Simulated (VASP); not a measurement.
# SiGe (P6_3mc) in VASP: notebook

The runs below take SiGe through single point, with r2SCAN.

All numbers are computed with VASP 6.6.1; they aren't measurements. Logs are shortened: lines on timing, memory, paths and dates and some standing lists are left out, and cuts for length are marked.

## 1. The cell of the first run

Symmetry: P6_3mc, No. 186, hexagonal system. Conventional cell: a = 3.787 Å, b = 3.787 Å, c = 6.454 Å, α = 90.00°, β = 90.00°, γ = 120.00°. Si (site symmetry 3m) has 4 Ge at 2.33 to 2.41 Å within 3.1 Å. Ge (site symmetry 3m) has 4 Si at 2.33 to 2.41 Å within 3.1 Å.

## 2. Single point, r2SCAN (strain -0.030 along x and y, +0.000 along z)

The input, POSCAR:

```
SiGe
1.0
    3.7872463130      0.0000000000      0.0000000000
   -1.8936231565      3.2798515175      0.0000000000
    0.0000000000      0.0000000000      6.4536796691
Si Ge
2 2
Direct
    0.6666666667      0.3333333333      0.8744661518
    0.3333333333      0.6666666667      0.3744661518
    0.6666666667      0.3333333333      0.5005328482
    0.3333333333      0.6666666667      0.0005328482
```

The input, INCAR.step1:

```
SYSTEM = SiGe
  PREC = Accurate
  ENCUT = 520
  ISMEAR = 0
  SIGMA = 0.05
  LREAL = .False.
  LASPH = .True.
  NELM = 80
  NBANDS = 26
  GGA = PE
  ALGO = Normal
  EDIFF = 1E-4
  LWAVE = .True.
  LCHARG = .False.
```

The input, INCAR.step2:

```
SYSTEM = SiGe
  PREC = Accurate
  ENCUT = 520
  EDIFF = 1E-6
  ISMEAR = 0
  SIGMA = 0.05
  LREAL = .False.
  LASPH = .True.
  NELM = 80
  ALGO = Normal
  ISIF = 2
  LWAVE = .False.
  LCHARG = .True.
  METAGGA = R2SCAN
  LMIXTAU = .True.
  LELF = .True.
  LVHAR = .True.
  NBANDS = 26
  ISTART = 1
```

The input, KPOINTS:

```
regular mesh
0
Gamma
  12 12 4
  0 0 0
```

Potentials or basis: VASP PAW PBE potentials, release 64 (Si, Ge_d).

Started as:

```
cat potpaw_PBE.64/Si/POTCAR potpaw_PBE.64/Ge_d/POTCAR > POTCAR
cp INCAR.step1 INCAR
mpirun -np 1 vasp_std > vasp.out
cp INCAR.step2 INCAR
mpirun -np 1 vasp_std > vasp.out
```

OUTCAR:

```text
SYSTEM = SiGe
   PREC = Accurate
   ENCUT = 520
   EDIFF = 1E-6
   ISMEAR = 0
   LREAL = .False.
   LASPH = .True.
   NELM = 80
   ISIF = 2
   METAGGA = R2SCAN
   ISTART = 1

 ion  position               nearest neighbor table
   1  0.667  0.333  0.874-   4 2.33   4 2.33   4 2.33   3 2.41
   2  0.333  0.667  0.374-   3 2.33   3 2.33   3 2.33   4 2.41
   3  0.667  0.333  0.501-   2 2.33   2 2.33   2 2.33   1 2.41
   4  0.333  0.667  0.001-   1 2.33   1 2.33   1 2.33   2 2.41

  LATTYP: Found a hexagonal cell.
 ALAT       =     3.7872463130
 C/A-ratio  =     1.7040559646

  Lattice vectors:

 A1 = (   3.7872463130,   0.0000000000,   0.0000000000)
 A2 = (  -1.8936231565,   3.2798515175,   0.0000000000)
 A3 = (   0.0000000000,   0.0000000000,   6.4536796691)

Analysis of symmetry for initial positions (statically):
=====================================================================
 Subroutine PRICEL returns:
 Original cell was already a primitive cell.

 Routine SETGRP: Setting up the symmetry group for a
 hexagonal supercell.

 Subroutine GETGRP returns: Found 12 space group operations
 (whereof  6 operations were pure point group operations)
 out of a pool of 24 trial point group operations.

The static configuration has the point symmetry C_3v.
 The point group associated with its full space group is C_6v.

Analysis of symmetry for dynamics (positions and initial velocities):
=====================================================================
 Subroutine PRICEL returns:
 Original cell was already a primitive cell.

 Routine SETGRP: Setting up the symmetry group for a
 hexagonal supercell.

 Subroutine GETGRP returns: Found 12 space group operations
 (whereof  6 operations were pure point group operations)
 out of a pool of 24 trial point group operations.

The dynamic configuration has the point symmetry C_3v.
 The point group associated with its full space group is C_6v.

 Subroutine INISYM returns: Found 12 space group operations
 (whereof  6 operations are pure point group operations),
 and found     1 'primitive' translations

----------------------------------------------------------------------------------------

                                     Primitive cell

  volume of cell :      80.1651

  direct lattice vectors                    reciprocal lattice vectors
     3.787246313  0.000000000  0.000000000     0.264044088  0.152445925  0.000000000
    -1.893623156  3.279851518  0.000000000     0.000000000  0.304891851  0.000000000
     0.000000000  0.000000000  6.453679669     0.000000000  0.000000000  0.154950362

  length of vectors
     3.787246313  3.787246313  6.453679669     0.304891851  0.304891851  0.154950362

  position of ions in fractional coordinates (direct lattice)
     0.666666667  0.333333333  0.874466152
     0.333333333  0.666666667  0.374466152
     0.666666667  0.333333333  0.500532848
     0.333333333  0.666666667  0.000532848

  ion indices of the primitive-cell ions
   primitive index   ion index
                 1           1
                 2           2
                 3           3
                 4           4

----------------------------------------------------------------------------------------

 KPOINTS: regular mesh

Automatic generation of k-mesh.
 Grid dimensions read from file:
 generate k-points for:   12   12    4

 Generating k-lattice:

  Cartesian coordinates                     Fractional coordinates (reciprocal lattice)
     0.022003674  0.012703827  0.000000000     0.083333333  0.000000000  0.000000000
     0.000000000  0.025407654  0.000000000     0.000000000  0.083333333  0.000000000
     0.000000000  0.000000000  0.038737590     0.000000000  0.000000000  0.250000000

  Length of vectors
     0.025407654  0.025407654  0.038737590

  Shift w.r.t. Gamma in fractional coordinates (k-lattice)
     0.000000000  0.000000000  0.000000000

 Subroutine IBZKPT returns following result:
 ===========================================

 Found     57 irreducible k-points:

 Following reciprocal coordinates:
            Coordinates               Weight
  0.000000  0.000000  0.000000      1.000000
  0.083333  0.000000  0.000000      6.000000
  0.166667 -0.000000  0.000000      6.000000
  0.250000  0.000000  0.000000      6.000000
  0.333333  0.000000  0.000000      6.000000
  0.416667  0.000000  0.000000      6.000000
[... 16 lines left out ...]
  0.250000  0.000000  0.250000     12.000000
  0.333333  0.000000  0.250000     12.000000
 [... further k-points ...]
   k-points           NKPTS =     57   k-points in BZ     NKDIM =     57   number of bands    NBANDS=     26
   number of dos      NEDOS =    301   number of ions     NIONS =      4
   total plane-waves  NPLWV =  37632
   dimension x,y,z NGX =    28 NGY =   28 NGZ =   48
   dimension x,y,z NGXF=    56 NGYF=   56 NGZF=   96
   ions per type =               2   2
   NGX,Y,Z   is equivalent  to a cutoff of  12.29, 12.29, 12.36 a.u.
   NGXF,Y,Z  is equivalent  to a cutoff of  24.58, 24.58, 24.73 a.u.
 SYSTEM =  SiGe
   PREC   = accura    normal or accurate (medium, high low for compatibility)
   ISTART =      1    job   : 0-new  1-cont  2-samecut
   ICHARG =      0    charge: 1-file 2-atom 10-const
   ISPIN  =      1    spin polarized calculation?
   LNONCOLLINEAR =      F non collinear calculations
   LSORBIT =      F    spin-orbit coupling
   LASPH  =      T    aspherical Exc in radial PAW
   ENCUT  =  520.0 eV  38.22 Ry    6.18 a.u.   7.04  7.04 12.00*2*pi/ulx,y,z
   NELM   =     80;   NELMIN=  2; NELMDL=  0     # of ELM steps
   EDIFF  = 0.1E-05   stopping-criterion for ELM
   LREAL  =      F    real-space projection
   EDIFFG = 0.1E-04   stopping-criterion for IOM
   NSW    =      0    number of steps for IOM
   IBRION =     -1    ionic relax: 0-MD 1-quasi-New 2-CG
   NFREE  =      0    steps in history (QN), initial steepest desc. (CG)
   ISIF   =      2    stress and relaxation
   ISYM   =      2    0-nonsym 1-usesym 2-fastsym
   POTIM  = 0.5000    time-step for ionic-motion
   TEBEG  =    0.0;   TEEND  =   0.0 temperature during run
   PSTRESS=    0.0 pullay stress
   NELECT =      36.0000    total number of electrons
   NUPDOWN=      -1.0000    fix difference up-down
   EMIN   =  10.00;   EMAX   =-10.00  energy-range for DOS
   EFERMI =   0.00;   METHOD = LEGACY
   ISMEAR =     0;   SIGMA  =   0.05  broadening in eV -4-tet -1-fermi 0-gaus
   EFERMI_NEDOS =   21; number of points for ismear=-14 and -15
   IALGO  =     38    algorithm
   IMIX   =      4    mixing-type and parameters
     AMIX     =   0.40;   BMIX     =  1.00
     AMIX_MAG =   1.60;   BMIX_MAG =  1.00
  volume/ion in A,a.u.               =      20.04       135.25
  Fermi-wavevector in a.u.,A,eV,Ry     =   1.253662  2.369079 21.383862  1.571670
  Thomas-Fermi vector in A             =   2.387505
   LORBIT       =      0    0 simple, 1 ext, 2 COOP (PROOUT), +10 PAW based schemes
   METAGGA = R2SCAN    functional components
   LHFCALC =     F    Hartree Fock is set to
   AEXX    =    0.0000 exact exchange contribution
   IVDW    =     0    specifies the selected vdW correction
   LEPSILON=     F    determine dielectric tensor
   LRPA    =     F    only Hartree local field effects (RPA)
 non-spin polarized calculation
 Gauss-broadening in eV      SIGMA  =   0.05
  energy-cutoff  :      520.00
  volume of cell :       80.17
 maximum number of plane-waves:      2176
   NGX = 15   NGY = 15   NGZ = 23

 number of electron      35.9999987 magnetization

 Free energy of the ion-electron system (eV)
  ---------------------------------------------------
  ext. energy  EPLUGINS =         0.00000000
  ---------------------------------------------------
  free energy    TOTEN  =       -45.05044797 eV

  energy without entropy =      -45.05044797  energy(sigma->0) =      -45.05044797

 E-fermi :   6.3566     XC(G=0): -10.6616

 val. band max:        6.1379593077   @ k =   0.0000   0.0000   0.0000
 cond. band min:       6.8408840795   @ k =   0.5000   0.0000   0.0000
 fundamental gap:      0.7029247718
 Fermi energy:         6.3566290829

 k-point     1 :       0.0000    0.0000    0.0000
  band No.  band energies     occupation
      1     -19.1714      2.00000
      2     -19.1707      2.00000
      3     -19.1707      2.00000
      4     -19.1707      2.00000
      5     -19.1671      2.00000
      6     -19.1671      2.00000
[... 18 lines left out ...]
     25      10.7806      0.00000
     26      13.2488      0.00000

 k-point     2 :       0.0833    0.0000    0.0000
  band No.  band energies     occupation
      1     -19.1716      2.00000
      2     -19.1709      2.00000
      3     -19.1707      2.00000
      4     -19.1701      2.00000
      5     -19.1664      2.00000
      6     -19.1662      2.00000
[... 18 lines left out ...]
     25      11.1440      0.00000
     26      12.5789      0.00000

 k-point     3 :       0.1667   -0.0000    0.0000
  band No.  band energies     occupation
      1     -19.1734      2.00000
      2     -19.1715      2.00000
      3     -19.1691      2.00000
      4     -19.1686      2.00000
      5     -19.1646      2.00000
      6     -19.1640      2.00000
[... 18 lines left out ...]
     25      12.0844      0.00000
     26      12.2813      0.00000

 k-point     4 :       0.2500    0.0000    0.0000
  band No.  band energies     occupation
      1     -19.1755      2.00000
      2     -19.1725      2.00000
      3     -19.1669      2.00000
      4     -19.1668      2.00000
      5     -19.1622      2.00000
      6     -19.1612      2.00000
[... 18 lines left out ...]
     25      13.3200      0.00000
     26      13.3900      0.00000
[... 496 lines left out ...]
      1     -19.1734      2.00000
      2     -19.1723      2.00000
      3     -19.1681      2.00000
      4     -19.1679      2.00000
      5     -19.1652      2.00000
      6     -19.1645      2.00000
[... 18 lines left out ...]
     25      11.9088      0.00000
     26      12.6584      0.00000

 k-point    23 :       0.2500    0.0000    0.2500
  band No.  band energies     occupation
      1     -19.1753      2.00000
      2     -19.1735      2.00000
      3     -19.1661      2.00000
      4     -19.1656      2.00000
      5     -19.1628      2.00000
      6     -19.1619      2.00000
[... 18 lines left out ...]
     25      12.8267      0.00000
     26      13.0964      0.00000

 k-point    24 :       0.3333    0.0000    0.2500
  band No.  band energies     occupation
      1     -19.1772      2.00000
      2     -19.1748      2.00000
      3     -19.1645      2.00000
      4     -19.1635      2.00000
      5     -19.1607      2.00000
      6     -19.1594      2.00000
[... 18 lines left out ...]
     25      13.9796      0.00000
     26      14.4403      0.00000

 [... further k-points ...]

------------------------ aborting loop because EDIFF is reached ----------------------------------------

  FORCE on cell =-STRESS in cart. coord.  units (eV):
  Direction    XX          YY          ZZ          XY          YZ          ZX
  --------------------------------------------------------------------------------------
  -------------------------------------------------------------------------------------
  Total        4.2336219      4.2336219      0.4664303      0.0000000      0.0000000     -0.0000000
  in kB       84.6130811     84.6130811      9.3220668      0.0000000      0.0000000     -0.0000000
  external PRESSURE =      59.5160763 kB  Pullay stress =       0.0000000 kB

 VOLUME and BASIS-vectors are now :
 -----------------------------------------------------------------------------
  energy-cutoff  :      520.00
  volume of cell :       80.17
      direct lattice vectors                 reciprocal lattice vectors
     3.787246313  0.000000000  0.000000000     0.264044088  0.152445925  0.000000000
    -1.893623156  3.279851518  0.000000000     0.000000000  0.304891851  0.000000000
     0.000000000  0.000000000  6.453679669     0.000000000  0.000000000  0.154950362

 POSITION                                       TOTAL-FORCE (eV/Angst)
 -----------------------------------------------------------------------------------
      1.89362      1.09328      5.64352         0.000000      0.000000     -0.380126
     -0.00000      2.18657      2.41668         0.000000      0.000000     -0.380126
      1.89362      1.09328      3.23028         0.000000     -0.000000      0.380126
     -0.00000      2.18657      0.00344        -0.000000      0.000000      0.380126
 -----------------------------------------------------------------------------------
    total drift:                               -0.000000     -0.000001      0.012203

  FREE ENERGIE OF THE ION-ELECTRON SYSTEM (eV)
  ---------------------------------------------------
  free  energy   TOTEN  =       -45.0504479708 eV

  energy  without entropy=      -45.0504479708  energy(sigma->0) =      -45.05044797
```

Run time: 3.4 min. Hardware: 1 thread of Intel Xeon Platinum 8488C (Sapphire Rapids), shared host; peak memory 0.26 GiB.

Results:

```
Free energy            : -45.0504 eV
Pressure               : 6.0 GPa
Largest force          : 0.380 eV/Å
Band gap on the k mesh : 0.70 eV (least direct gap 1.32 eV)
```

Forces in eV/Å, atoms in the order of the input:
```
Si   0.000  0.000 -0.380
Si   0.000  0.000 -0.380
Ge   0.000  0.000  0.380
Ge   0.000  0.000  0.380
```

Levels at points of the mesh, in eV from the valence-band top:
| k point | band 15 | band 16 | band 17 | band 18 | band 19 | band 20 | band 21 | band 22 |
| --- | --- | --- | --- | --- | --- | --- | --- | --- |
| (0.00, 0.00, 0.00) | -1.60 | -0.44 | 0.00 | 0.00 | 1.32 | 1.74 | 2.38 | 2.38 |
| (0.50, 0.00, 0.00) | -5.20 | -3.43 | -3.30 | -1.78 | 0.70 | 2.41 | 3.43 | 3.71 |
| (0.00, 0.00, 0.50) | -0.97 | -0.97 | -0.97 | -0.97 | 2.06 | 2.06 | 3.44 | 3.44 |
| (0.50, 0.00, 0.50) | -2.97 | -2.97 | -2.76 | -2.76 | 0.90 | 0.90 | 1.93 | 1.93 |

Caveat: the cell differs from its parent crystal (strain -0.030 along x and y, +0.000 along z); the cell stands under pressure; the PAW data sets were made with another functional, which shifts forces and pressure a little. A k mesh can miss the band edges.

[end of part 1 of 3]
